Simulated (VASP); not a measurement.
# InCu3O3 (R-3c) in VASP: a series of runs, part 2 of 2

VASP 6.6.1.

### Step 3. Single point, PBE (volume scaled by 0.88, then relaxed in part)

Input file INCAR:

```
SYSTEM = InCu3O3
PREC     = Accurate       ! precision mode
ENCUT    = 520            ! plane-wave cutoff, eV
EDIFF    = 1E-6           ! SCF threshold, eV
ISMEAR   = 0              ! smearing method
SIGMA    = 0.1            ! smearing width, eV
LREAL    = .FALSE.        ! projectors in reciprocal space
LASPH    = .TRUE.         ! aspherical terms in the spheres
NELM     = 80             ! most SCF steps
ALGO     = Normal         ! electronic algorithm
ISIF     = 2              ! what is computed and relaxed
LWAVE    = .FALSE.        ! write WAVECAR
LCHARG   = .TRUE.         ! write CHGCAR
GGA      = PE             ! functional
LELF     = .TRUE.         ! ELF
LVHAR    = .TRUE.       
NBANDS   = 77             ! bands
```

Input file KPOINTS:

```
Automatic mesh
0
G
  6 6 6
  0 0 0
```

Input file POSCAR:

```
InCu3O3
1.0
    3.0383914721      1.7542161343      4.9307115456
   -3.0383914721      1.7542161343      4.9307115456
    0.0000000000     -3.5084322686      4.9307115456
In Cu O
2 6 6
Direct
    0.5000000000      0.5000000000      0.5000000000
    0.0000000000      0.0000000000      0.0000000000
    0.5000000000      0.0000000000      0.0000000000
    0.5000000000      0.5000000000      0.0000000000
    0.0000000000      0.0000000000      0.5000000000
    0.5000000000      0.0000000000      0.5000000000
    0.0000000000      0.5000000000      0.5000000000
    0.0000000000      0.5000000000      0.0000000000
    0.3217353391      0.7500000000      0.1782646609
    0.6782646609      0.2500000000      0.8217353391
    0.7500000000      0.1782646609      0.3217353391
    0.2500000000      0.8217353391      0.6782646609
    0.8217353391      0.6782646609      0.2500000000
    0.1782646609      0.3217353391      0.7500000000
```

Potentials or basis: VASP PAW PBE potentials, release 64 (In_d, Cu, O).

Started as:

```console
> cat potpaw_PBE.64/In_d/POTCAR potpaw_PBE.64/Cu/POTCAR potpaw_PBE.64/O/POTCAR > POTCAR
> mpirun -np 1 vasp_std > vasp.out
```

OUTCAR:

```text
SYSTEM = InCu3O3
   PREC = Accurate
   ENCUT = 520
   EDIFF = 1E-6
   ISMEAR = 0
   LREAL = .FALSE.
   LASPH = .TRUE.
   NELM = 80
   ISIF = 2
   GGA = PE

 ion  position               nearest neighbor table
   1  0.500  0.500  0.500-  13 2.19  14 2.19   9 2.19  10 2.19  11 2.19  12 2.19   4 3.03   4 3.03
                             7 3.03   6 3.03   6 3.03   7 3.03   3 3.04   3 3.04   8 3.04   8 3.04
   2  0.000  0.000  0.000-  13 2.19  14 2.19  11 2.19  12 2.19   9 2.19  10 2.19   5 3.03   5 3.03
                             8 3.03   3 3.03   8 3.03   3 3.03   7 3.04   6 3.04   7 3.04   6 3.04
   3  0.500  0.000  0.000-   9 1.86  10 1.86   2 3.03   2 3.03   1 3.04   1 3.04
   4  0.500  0.500  0.000-   9 1.86  10 1.86   1 3.03   1 3.03   2 3.04   2 3.04
   5  0.000  0.000  0.500-  11 1.86  12 1.86   2 3.03   2 3.03   1 3.04   1 3.04
   6  0.500  0.000  0.500-  11 1.86  12 1.86   1 3.03   1 3.03   2 3.04   2 3.04
   7  0.000  0.500  0.500-  13 1.86  14 1.86   1 3.03   1 3.03   2 3.04   2 3.04
   8  0.000  0.500  0.000-  13 1.86  14 1.86   2 3.03   2 3.03   1 3.04   1 3.04
   9  0.322  0.750  0.178-   3 1.86   4 1.86   1 2.19   2 2.19
  10  0.678  0.250  0.822-   3 1.86   4 1.86   1 2.19   2 2.19
  11  0.750  0.178  0.322-   6 1.86   5 1.86   2 2.19   1 2.19
  12  0.250  0.822  0.678-   6 1.86   5 1.86   2 2.19   1 2.19
  13  0.822  0.678  0.250-   7 1.86   8 1.86   1 2.19   2 2.19
  14  0.178  0.322  0.750-   7 1.86   8 1.86   1 2.19   2 2.19

  LATTYP: Found a trigonal (rhomboedric) cell.
 ALAT       =     6.0515298338
 COS(alpha) =     0.4958182804

  Lattice vectors:

 A1 = (   3.0383914721,   1.7542161343,   4.9307115456)
 A2 = (  -3.0383914721,   1.7542161343,   4.9307115456)
 A3 = (   0.0000000000,  -3.5084322686,   4.9307115456)

Analysis of symmetry for initial positions (statically):
=====================================================================
 Subroutine PRICEL returns:
 Original cell was already a primitive cell.

 Routine SETGRP: Setting up the symmetry group for a
 trigonal (rhombohedral) supercell.

 Subroutine GETGRP returns: Found 12 space group operations
 (whereof  6 operations were pure point group operations)
[... 183 lines left out ...]
 Free energy of the ion-electron system (eV)
  ---------------------------------------------------
  ext. energy  EPLUGINS =         0.00000000
  ---------------------------------------------------
  free energy    TOTEN  =       -65.38373893 eV

  energy without entropy =      -65.37956449  energy(sigma->0) =      -65.38165171

 E-fermi :   7.8072     XC(G=0): -11.9088

 val. band max:        7.7339174211   @ k =   0.1667   0.0000   0.0000
 cond. band min:       7.8631662143   @ k =   0.1667   0.1667   0.1667
 fundamental gap:      0.1292487932
 Fermi energy:         7.8072000535

 k-point     1 :       0.0000    0.0000    0.0000
  band No.  band energies     occupation
      1     -13.0914      2.00000
      2     -12.4885      2.00000
      3     -12.4885      2.00000
      4     -12.0409      2.00000
      5     -12.0409      2.00000
      6     -11.9655      2.00000
[... 1885 lines left out ...]
     75      14.5841      0.00000
     76      14.8413      0.00000

 [... further k-points ...]

 [bands above 76 left out]

------------------------ aborting loop because EDIFF is reached ----------------------------------------

  FORCE on cell =-STRESS in cart. coord.  units (eV):
  Direction    XX          YY          ZZ          XY          YZ          ZX
  --------------------------------------------------------------------------------------
  -------------------------------------------------------------------------------------
  Total       17.4545033     17.4545033     17.7765145      0.0000000      0.0000000      0.0000000
  in kB      177.3496771    177.3496771    180.6215305      0.0000000      0.0000000      0.0000000
  external PRESSURE =     178.4402949 kB  Pullay stress =       0.0000000 kB

 VOLUME and BASIS-vectors are now :
 -----------------------------------------------------------------------------
  energy-cutoff  :      520.00
  volume of cell :      157.68
      direct lattice vectors                 reciprocal lattice vectors
     3.038391472  1.754216134  4.930711546     0.164560757  0.095009197  0.067603495
    -3.038391472  1.754216134  4.930711546    -0.164560757  0.095009197  0.067603495
     0.000000000 -3.508432269  4.930711546     0.000000000 -0.190018394  0.067603495

 POSITION                                       TOTAL-FORCE (eV/Angst)
 -----------------------------------------------------------------------------------
      0.00000      0.00000      7.39607        -0.000000     -0.000000     -0.000000
      0.00000      0.00000      0.00000        -0.000000     -0.000000     -0.000000
      1.51920      0.87711      2.46536         0.000000     -0.000000     -0.000000
      0.00000      1.75422      4.93071        -0.000000     -0.000000     -0.000000
      0.00000     -1.75422      2.46536         0.000000     -0.000000     -0.000000
      1.51920     -0.87711      4.93071         0.000000     -0.000000     -0.000000
     -1.51920     -0.87711      4.93071         0.000000     -0.000000     -0.000000
     -1.51920      0.87711      2.46536         0.000000     -0.000000     -0.000000
     -1.30124      1.25463      6.16339        -0.047797     -0.082786     -0.000000
      1.30124     -1.25463      8.62875         0.047797      0.082786     -0.000000
      1.73716      0.49959      6.16339        -0.047797      0.082786     -0.000000
     -1.73716     -0.49959      8.62875         0.047797     -0.082786     -0.000000
      0.43592      1.75422      8.62875        -0.095593     -0.000000      0.000000
     -0.43592     -1.75422      6.16339         0.095593      0.000000      0.000000
 -----------------------------------------------------------------------------------
    total drift:                               -0.000000     -0.000000      0.000000

  FREE ENERGIE OF THE ION-ELECTRON SYSTEM (eV)
  ---------------------------------------------------
  free  energy   TOTEN  =       -65.3837389256 eV

  energy  without entropy=      -65.3795644922  energy(sigma->0) =      -65.38165171
```

OSZICAR:

```text
N       E                     dE             d eps       ncg     rms          rms(c)
DAV:   1     0.179396522448E+04    0.17940E+04   -0.54647E+04  4949   0.266E+03
DAV:   2     0.385554824327E+03   -0.14084E+04   -0.13377E+04  4928   0.683E+02
DAV:   3    -0.166092501552E+02   -0.40216E+03   -0.37894E+03  5487   0.332E+02
DAV:   4    -0.771400848015E+02   -0.60531E+02   -0.58059E+02  7504   0.132E+02
DAV:   5    -0.796210814794E+02   -0.24810E+01   -0.24205E+01  7627   0.318E+01    0.288E+01
DAV:   6    -0.723888679586E+02    0.72322E+01   -0.12159E+02  7144   0.137E+02    0.210E+01
DAV:   7    -0.649679004984E+02    0.74210E+01   -0.33804E+01  6694   0.112E+02    0.858E+00
DAV:   8    -0.654647052297E+02   -0.49680E+00   -0.90659E+00  7608   0.140E+01    0.264E+00
DAV:   9    -0.653995800790E+02    0.65125E-01   -0.21380E-01  7808   0.451E+00    0.134E+00
DAV:  10    -0.653870341449E+02    0.12546E-01   -0.97249E-02  8520   0.280E+00    0.542E-01
DAV:  11    -0.653846893547E+02    0.23448E-02   -0.27281E-02  7136   0.155E+00    0.344E-01
DAV:  12    -0.653836981657E+02    0.99119E-03   -0.56713E-03  7616   0.961E-01    0.118E-01
DAV:  13    -0.653837668839E+02   -0.68718E-04   -0.27552E-03  7424   0.283E-01    0.494E-02
DAV:  14    -0.653837529819E+02    0.13902E-04   -0.18343E-04  6664   0.113E-01    0.358E-02
DAV:  15    -0.653837388684E+02    0.14113E-04   -0.59703E-05  7928   0.519E-02    0.884E-03
DAV:  16    -0.653837391294E+02   -0.26098E-06   -0.11360E-05  7160   0.333E-02    0.419E-03
DAV:  17    -0.653837389256E+02    0.20380E-06   -0.23392E-06  3616   0.211E-02
   1 F= -.65383739E+02 E0= -.65381652E+02  d E =-.417443E-02
```

stdout:

```text
POSCAR found type information on POSCAR InCuO
 POSCAR found :  3 types and      14 ions
 scaLAPACK will be used
 LDA part: xc-table for (Slater+PW92), standard interpolation
 POSCAR, INCAR and KPOINTS ok, starting setup
 FFT: planning ... GRIDC
 FFT: planning ... GRID_SOFT
 FFT: planning ... GRID
 WAVECAR not read
 entering main loop
```

Run time: 17 min. Hardware: 1 thread of AMD EPYC 7R43 (Zen 3), shared host; peak memory 0.46 GiB.

What came out:

| Quantity | Value |
| --- | --- |
| Free energy | -65.3837 eV |
| Pressure | 17.8 GPa |
| Largest force | 0.096 eV/Å |
| Band gap on the k mesh | 0.13 eV, indirect (the least direct gap lies 3.4 meV higher) |

Forces on the atoms (eV/Å):
```
In   0.000  0.000  0.000
In   0.000  0.000  0.000
Cu   0.000  0.000  0.000
Cu   0.000  0.000  0.000
Cu   0.000  0.000  0.000
Cu   0.000  0.000  0.000
Cu   0.000  0.000  0.000
Cu   0.000  0.000  0.000
O   -0.048 -0.083  0.000
O    0.048  0.083  0.000
O   -0.048  0.083  0.000
O    0.048 -0.083  0.000
O   -0.096  0.000  0.000
O    0.096  0.000  0.000
```

Stress tensor (GPa, compression positive):
```
17.73  0.00  0.00
 0.00 17.73  0.00
 0.00  0.00 18.06
```

Caveat: spin-orbit coupling is left out, which moves the levels of the heavy elements. A k mesh can miss the band edges.
